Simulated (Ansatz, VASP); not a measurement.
## CdInS2: VASP beside Ansatz

INCAR

```
  PREC = Accurate
  ENCUT = 520
  EDIFF = 1E-6
  ISMEAR = 0
  SIGMA = 0.15
  LREAL = False
  LASPH = True
  NELM = 60
  ALGO = Normal
  ISIF = 2
  LWAVE = False
  LCHARG = True
  GGA = PE
  LELF = True
  LVHAR = True
  NBANDS = 26
```

Contents of KPOINTS:

```
regular mesh
0
Gamma
  12 12 6
```

File POSCAR:

```
CdInS2
1.0
    3.6426205061      0.0000000000      0.0000000000
   -1.8213102530      3.1546018947      0.0000000000
    0.0000000000      0.0000000000      7.6913931987
Cd In S
1 1 2
Direct
    0.0000000000      0.0000000000      0.0000000000
    0.0000000000      0.0000000000      0.5000000000
    0.6666666667      0.3333333333      0.8067465330
    0.3333333333      0.6666666667      0.1932534670
```

Input for Ansatz:

```yaml
crystal:
  lattice:
    - [3.6426205061, 0.0, 0.0]
    - [-1.821310253, 3.1546018947, 0.0]
    - [0.0, 0.0, 7.6913931987]
  atoms:
    - { symbol: Cd, position: [0.0, 0.0, 0.0] }
    - { symbol: In, position: [0.0, 0.0, 0.5] }
    - { symbol: S, position: [0.6666666667, 0.3333333333, 0.806746533] }
    - { symbol: S, position: [0.3333333333, 0.6666666667, 0.193253467] }
basis:
  ecutwfc: 420
kpoints:
  mp_grid: { grid: [12, 12, 6] }
hamiltonian:
  xc: pbe
scf:
  occupations: { method: gaussian, width: 0.15 }
output:
  forces: true
  stress: true
  eigenvalues: true
```

Alike in both runs: task single point; functional PBE; k mesh 12 × 12 × 6; occupations gaussian, width 0.15 eV; no spin polarisation.

```csv
,VASP,Ansatz
version,VASP 6.6.1,Ansatz 0.2.0
potentials or method,"VASP PAW PBE potentials, release 64 (Cd, In_d, S), cutoff 520 eV","scalar-relativistic, plane waves, PAW"
valence electrons in the cell,37,45
```

```csv
,VASP,Ansatz,Ansatz less VASP
gap on the k mesh at the Fermi level (eV),none,none,-
pressure (GPa),5.1,4.8,-0.31
"traceless stress, the component that is largest in VASP (GPa)",-6.88,-6.85,+0.033
rms of the force components (eV/Å),0.585,0.560,-0.0250
```

Atom by atom the forces differ by 0.025 eV/Å (rms over components). A gap of «none» marks a metal or a gap that the smearing closes. With one functional, cell and mesh, what is left measures potentials, basis and numerics. VASP's potentials hold 37 valence electrons a cell and Ansatz's 45, so a difference there can come from the potentials and not from the codes.
